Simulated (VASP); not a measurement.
# Ga3Se (Pm-3m) in VASP: notebook

Ga3Se is run at these levels: PBEsol; tasks: single point.

Program: VASP 6.6.1. These are calculated values, not measurements. Logs are shortened: lines on timing, memory, paths and dates and some standing lists are left out, and cuts for length are marked.

### 1 The cell of the first run

Symmetry: Pm-3m, No. 221, cubic system. Conventional cell: a = 4.432 Å, b = 4.432 Å, c = 4.432 Å, α = 90.00°, β = 90.00°, γ = 90.00°. Ga (site symmetry 4/mmm) has 8 Ga at 3.13 Å and 4 Se at 3.13 Å within 4.1 Å. Se (site symmetry m-3m) has 12 Ga at 3.13 Å within 4.1 Å.

### 2 Single point, PBEsol

File INCAR:

```
PREC = Accurate
ENCUT = 520
EDIFF = 1E-6
ISMEAR = -1
SIGMA = 0.01
LREAL = F
LASPH = T
NELM = 80
ALGO = Normal
ISIF = 2
LWAVE = F
LCHARG = T
GGA = PS
LELF = T
LVHAR = T
NBANDS = 30
```

File KPOINTS:

```
regular mesh
0
Gamma
  10 10 10
```

File POSCAR:

```
Ga3Se
1.0
    4.4324650000      0.0000000000      0.0000000000
    0.0000000000      4.4324650000      0.0000000000
    0.0000000000      0.0000000000      4.4324650000
Ga Se
3 1
Direct
    0.0000000000      0.5000000000      0.5000000000
    0.5000000000      0.0000000000      0.5000000000
    0.5000000000      0.5000000000      0.0000000000
    0.0000000000      0.0000000000      0.0000000000
```

Potentials or basis: VASP PAW PBE potentials, release 64 (Ga_d, Se).

Launch:

```
$ cat potpaw_PBE.64/Ga_d/POTCAR potpaw_PBE.64/Se/POTCAR > POTCAR
$ mpirun -np 1 vasp_std > vasp.out
```

OUTCAR:

```text
PREC = Accurate
   ENCUT = 520
   EDIFF = 1E-6
   ISMEAR = -1
   LREAL = F
   LASPH = T
   NELM = 80
   ISIF = 2
   GGA = PS

 ion  position               nearest neighbor table
   1  0.000  0.500  0.500-
   2  0.500  0.000  0.500-
   3  0.500  0.500  0.000-
   4  0.000  0.000  0.000-

  LATTYP: Found a simple cubic cell.
 ALAT       =     4.4324650000

  Lattice vectors:

 A1 = (   4.4324650000,   0.0000000000,   0.0000000000)
 A2 = (   0.0000000000,   4.4324650000,   0.0000000000)
 A3 = (   0.0000000000,   0.0000000000,   4.4324650000)

Analysis of symmetry for initial positions (statically):
=====================================================================
 Subroutine PRICEL returns:
 Original cell was already a primitive cell.

 Routine SETGRP: Setting up the symmetry group for a
 simple cubic supercell.

 Subroutine GETGRP returns: Found 48 space group operations
 (whereof 48 operations were pure point group operations)
 out of a pool of 48 trial point group operations.

The static configuration has the point symmetry O_h .

Analysis of symmetry for dynamics (positions and initial velocities):
=====================================================================
 Subroutine PRICEL returns:
 Original cell was already a primitive cell.

 Routine SETGRP: Setting up the symmetry group for a
 simple cubic supercell.

 Subroutine GETGRP returns: Found 48 space group operations
 (whereof 48 operations were pure point group operations)
 out of a pool of 48 trial point group operations.

The dynamic configuration has the point symmetry O_h .

 Subroutine INISYM returns: Found 48 space group operations
 (whereof 48 operations are pure point group operations),
 and found     1 'primitive' translations

----------------------------------------------------------------------------------------

                                     Primitive cell

  volume of cell :      87.0835

  direct lattice vectors                    reciprocal lattice vectors
     4.432465000  0.000000000  0.000000000     0.225608098  0.000000000  0.000000000
     0.000000000  4.432465000  0.000000000     0.000000000  0.225608098  0.000000000
     0.000000000  0.000000000  4.432465000     0.000000000  0.000000000  0.225608098

  length of vectors
     4.432465000  4.432465000  4.432465000     0.225608098  0.225608098  0.225608098

  position of ions in fractional coordinates (direct lattice)
     0.000000000  0.500000000  0.500000000
     0.500000000  0.000000000  0.500000000
     0.500000000  0.500000000  0.000000000
     0.000000000  0.000000000  0.000000000

  ion indices of the primitive-cell ions
   primitive index   ion index
                 1           1
                 2           2
                 3           3
                 4           4

----------------------------------------------------------------------------------------

 KPOINTS: regular mesh

Automatic generation of k-mesh.
 Grid dimensions read from file:
 generate k-points for:   10   10   10

 Generating k-lattice:

  Cartesian coordinates                     Fractional coordinates (reciprocal lattice)
     0.022560810  0.000000000  0.000000000     0.100000000  0.000000000  0.000000000
     0.000000000  0.022560810  0.000000000     0.000000000  0.100000000  0.000000000
     0.000000000  0.000000000  0.022560810     0.000000000  0.000000000  0.100000000

  Length of vectors
     0.022560810  0.022560810  0.022560810

  Shift w.r.t. Gamma in fractional coordinates (k-lattice)
     0.000000000  0.000000000  0.000000000

 Subroutine IBZKPT returns following result:
 ===========================================

 Found     56 irreducible k-points:

 Following reciprocal coordinates:
            Coordinates               Weight
  0.000000  0.000000  0.000000      1.000000
  0.100000  0.000000  0.000000      6.000000
  0.200000  0.000000  0.000000      6.000000
  0.300000  0.000000  0.000000      6.000000
  0.400000  0.000000  0.000000      6.000000
  0.500000  0.000000  0.000000      3.000000
[... 16 lines left out ...]
  0.200000  0.100000  0.100000     24.000000
  0.300000  0.100000  0.100000     24.000000
 [... further k-points ...]
   k-points           NKPTS =     56   k-points in BZ     NKDIM =     56   number of bands    NBANDS=     30
   number of dos      NEDOS =    301   number of ions     NIONS =      4
   total plane-waves  NPLWV =  46656
   dimension x,y,z NGX =    36 NGY =   36 NGZ =   36
   dimension x,y,z NGXF=    72 NGYF=   72 NGZF=   72
   ions per type =               3   1
   NGX,Y,Z   is equivalent  to a cutoff of  13.50, 13.50, 13.50 a.u.
   NGXF,Y,Z  is equivalent  to a cutoff of  27.00, 27.00, 27.00 a.u.
 SYSTEM =  unknown system
   PREC   = accura    normal or accurate (medium, high low for compatibility)
   ISTART =      0    job   : 0-new  1-cont  2-samecut
   ICHARG =      2    charge: 1-file 2-atom 10-const
   ISPIN  =      1    spin polarized calculation?
   LNONCOLLINEAR =      F non collinear calculations
   LSORBIT =      F    spin-orbit coupling
   LASPH  =      T    aspherical Exc in radial PAW
   ENCUT  =  520.0 eV  38.22 Ry    6.18 a.u.   8.24  8.24  8.24*2*pi/ulx,y,z
   NELM   =     80;   NELMIN=  2; NELMDL= -5     # of ELM steps
   EDIFF  = 0.1E-05   stopping-criterion for ELM
   LREAL  =      F    real-space projection
   EDIFFG = 0.1E-04   stopping-criterion for IOM
   NSW    =      0    number of steps for IOM
   IBRION =     -1    ionic relax: 0-MD 1-quasi-New 2-CG
   NFREE  =      0    steps in history (QN), initial steepest desc. (CG)
   ISIF   =      2    stress and relaxation
   ISYM   =      2    0-nonsym 1-usesym 2-fastsym
   POTIM  = 0.5000    time-step for ionic-motion
   TEBEG  =    0.0;   TEEND  =   0.0 temperature during run
   PSTRESS=    0.0 pullay stress
   NELECT =      45.0000    total number of electrons
   NUPDOWN=      -1.0000    fix difference up-down
   EMIN   =  10.00;   EMAX   =-10.00  energy-range for DOS
   EFERMI =   0.00;   METHOD = LEGACY
   ISMEAR =    -1;   SIGMA  =   0.01  broadening in eV -4-tet -1-fermi 0-gaus
   EFERMI_NEDOS =   21; number of points for ismear=-14 and -15
   IALGO  =     38    algorithm
   IMIX   =      4    mixing-type and parameters
     AMIX     =   0.40;   BMIX     =  1.00
     AMIX_MAG =   1.60;   BMIX_MAG =  1.00
  volume/ion in A,a.u.               =      21.77       146.92
  Fermi-wavevector in a.u.,A,eV,Ry     =   1.313713  2.482557 23.481488  1.725841
  Thomas-Fermi vector in A             =   2.444016
   LORBIT       =      0    0 simple, 1 ext, 2 COOP (PROOUT), +10 PAW based schemes
   GGA     = PS    functional components
   LHFCALC =     F    Hartree Fock is set to
   AEXX    =    0.0000 exact exchange contribution
   IVDW    =     0    specifies the selected vdW correction
   LEPSILON=     F    determine dielectric tensor
   LRPA    =     F    only Hartree local field effects (RPA)
 non-spin polarized calculation
  energy-cutoff  :      520.00
  volume of cell :       87.08
 maximum number of plane-waves:      2367
 NGX is ok and might be reduce to    36
   NGX = 17   NGY = 17   NGZ = 17

 number of electron      44.9999944 magnetization

 Free energy of the ion-electron system (eV)
  ---------------------------------------------------
  ext. energy  EPLUGINS =         0.00000000
  ---------------------------------------------------
  free energy    TOTEN  =       -13.93632693 eV

  energy without entropy =      -13.93547431  energy(sigma->0) =      -13.93590062

 E-fermi :   4.4750     XC(G=0): -10.4084

 val. band max:        4.4431914709   @ k =   0.4000   0.0000   0.0000
 cond. band min:       4.4860562978   @ k =   0.2000   0.1000   0.1000
 fundamental gap:      0.0428648268
 Fermi energy:         4.4749898530

 k-point     1 :       0.0000    0.0000    0.0000
  band No.  band energies     occupation
      1     -10.4906      2.00000
      2     -10.4674      2.00000
      3     -10.4674      2.00000
      4     -10.4674      2.00000
      5     -10.4151      2.00000
      6     -10.4151      2.00000
[... 22 lines left out ...]
     29      10.4509      0.00000
     30      11.5432      0.00000

 k-point     2 :       0.1000    0.0000    0.0000
  band No.  band energies     occupation
      1     -10.4842      2.00000
      2     -10.4662      2.00000
      3     -10.4624      2.00000
      4     -10.4624      2.00000
      5     -10.4144      2.00000
      6     -10.4115      2.00000
[... 22 lines left out ...]
     29      10.7855      0.00000
     30      11.7009      0.00000

 k-point     3 :       0.2000    0.0000    0.0000
  band No.  band energies     occupation
      1     -10.4664      2.00000
      2     -10.4631      2.00000
      3     -10.4480      2.00000
      4     -10.4480      2.00000
      5     -10.4123      2.00000
      6     -10.4013      2.00000
[... 22 lines left out ...]
     29      11.4292      0.00000
     30      11.8977      0.00000

 k-point     4 :       0.3000    0.0000    0.0000
  band No.  band energies     occupation
      1     -10.4589      2.00000
      2     -10.4412      2.00000
      3     -10.4256      2.00000
      4     -10.4256      2.00000
      5     -10.4088      2.00000
      6     -10.3864      2.00000
[... 22 lines left out ...]
     29      11.1820      0.00000
     30      11.6316      0.00000

 k-point     5 :       0.4000    0.0000    0.0000
  band No.  band energies     occupation
      1     -10.4554      2.00000
      2     -10.4191      2.00000
      3     -10.3998      2.00000
      4     -10.3991      2.00000
      5     -10.3991      2.00000
      6     -10.3708      2.00000
[... 22 lines left out ...]
     29      10.0622      0.00000
     30      10.9738      0.00000
[... 526 lines left out ...]
     29       9.7590      0.00000
     30      12.1324      0.00000

 k-point    22 :       0.1000    0.1000    0.1000
  band No.  band energies     occupation
      1     -10.4741      2.00000
      2     -10.4587      2.00000
      3     -10.4552      2.00000
      4     -10.4552      2.00000
      5     -10.4082      2.00000
      6     -10.4082      2.00000
[... 22 lines left out ...]
     29      11.0709      0.00000
     30      11.5233      0.00000

 k-point    23 :       0.2000    0.1000    0.1000
  band No.  band energies     occupation
      1     -10.4628      2.00000
      2     -10.4520      2.00000
      3     -10.4432      2.00000
      4     -10.4409      2.00000
      5     -10.4057      2.00000
      6     -10.3970      2.00000
[... 22 lines left out ...]
     29      10.5262      0.00000
     30      11.6326      0.00000

 k-point    24 :       0.3000    0.1000    0.1000
  band No.  band energies     occupation
      1     -10.4528      2.00000
      2     -10.4386      2.00000
      3     -10.4243      2.00000
      4     -10.4171      2.00000
      5     -10.4024      2.00000
      6     -10.3812      2.00000
[... 22 lines left out ...]
     29       9.6114      0.00000
     30      11.7543      0.00000

 [... further k-points ...]

------------------------ aborting loop because EDIFF is reached ----------------------------------------

  FORCE on cell =-STRESS in cart. coord.  units (eV):
  Direction    XX          YY          ZZ          XY          YZ          ZX
  --------------------------------------------------------------------------------------
  -------------------------------------------------------------------------------------
  Total       -1.9608502     -1.9608502     -1.9608502      0.0000000     -0.0000000      0.0000000
  in kB      -36.0760555    -36.0760555    -36.0760555      0.0000000     -0.0000000      0.0000000
  external PRESSURE =     -36.0760555 kB  Pullay stress =       0.0000000 kB

 VOLUME and BASIS-vectors are now :
 -----------------------------------------------------------------------------
  energy-cutoff  :      520.00
  volume of cell :       87.08
      direct lattice vectors                 reciprocal lattice vectors
     4.432465000  0.000000000  0.000000000     0.225608098  0.000000000  0.000000000
     0.000000000  4.432465000  0.000000000     0.000000000  0.225608098  0.000000000
     0.000000000  0.000000000  4.432465000     0.000000000  0.000000000  0.225608098

 POSITION                                       TOTAL-FORCE (eV/Angst)
 -----------------------------------------------------------------------------------
      0.00000      2.21623      2.21623         0.000000      0.000000      0.000000
      2.21623      0.00000      2.21623         0.000000      0.000000      0.000000
      2.21623      2.21623      0.00000         0.000000      0.000000      0.000000
      0.00000      0.00000      0.00000         0.000000      0.000000      0.000000
 -----------------------------------------------------------------------------------
    total drift:                                0.000000      0.000000      0.000000

  FREE ENERGIE OF THE ION-ELECTRON SYSTEM (eV)
  ---------------------------------------------------
  free  energy   TOTEN  =       -13.9363269332 eV

  energy  without entropy=      -13.9354743127  energy(sigma->0) =      -13.93590062
```

Wall time 50 s (1 thread of Intel Xeon 6975P-C (Granite Rapids), shared host); peak memory 0.27 GiB.

Results:

```yaml
Free_energy: -13.9363 eV
Pressure: -3.6 GPa
```

Levels at points of the mesh, in eV from the Fermi level:
```tsv
k point	band 20	band 21	band 22	band 23	band 24	band 25
(0.00, 0.00, 0.00)	-3.72	-2.84	-2.84	1.61	1.61	1.61
(0.50, 0.00, 0.00)	-2.78	-2.15	-1.04	-0.26	-0.26	1.15
(0.50, 0.50, 0.00)	-2.15	-0.81	-0.70	-0.70	1.37	1.65
(0.50, 0.50, 0.50)	-4.87	-4.87	-4.87	-3.48	3.97	3.97
```

Caveat: the PAW data sets were made with another functional, which shifts forces and pressure a little.

### 3 Single point, PBEsol

File INCAR:

```
ALGO = Normal ; EDIFF = 1E-6
ENCUT = 520 ; GGA = PS
ISIF = 2 ; ISMEAR = 0
LASPH = T ; LCHARG = T
LELF = T ; LREAL = F
LVHAR = T ; LWAVE = F
NBANDS = 30 ; NELM = 60
PREC = Accurate ; SIGMA = 0.1
```

File KPOINTS:

```
k-points
0
Gamma
  12 12 12
```

POSCAR is that of step 2.

Potentials or basis: VASP PAW PBE potentials, release 64 (Ga_d, Se).

Launch:

```
$ cat potpaw_PBE.64/Ga_d/POTCAR potpaw_PBE.64/Se/POTCAR > POTCAR
$ mpirun -np 1 vasp_std > vasp.out
```

Wall time 69 s (1 thread of Intel Xeon 6975P-C (Granite Rapids), shared host); peak memory 0.33 GiB.

It converged, with:

| Quantity | Value |
| --- | --- |
| Free energy | -13.9469 eV |
| Pressure | -3.6 GPa |

Levels at points of the mesh, in eV from the Fermi level:
```tsv
k point	band 19	band 20	band 21	band 22	band 23	band 24	band 25	band 26	band 27	band 28
(0.00, 0.00, 0.00)	-3.70	-3.70	-2.81	-2.81	1.64	1.64	1.64	4.42	4.42	4.42
(0.50, 0.00, 0.00)	-2.76	-2.76	-2.13	-1.01	-0.24	-0.24	1.17	4.02	4.20	4.20
(0.50, 0.50, 0.00)	-6.36	-2.13	-0.78	-0.67	-0.67	1.40	1.68	1.68	1.89	5.31
(0.50, 0.50, 0.50)	-5.04	-4.85	-4.85	-4.85	-3.45	3.99	3.99	3.99	8.56	8.56
```

Caveat: the PAW data sets were made with another functional, which shifts forces and pressure a little.

(Continued in part 2 of 2.)
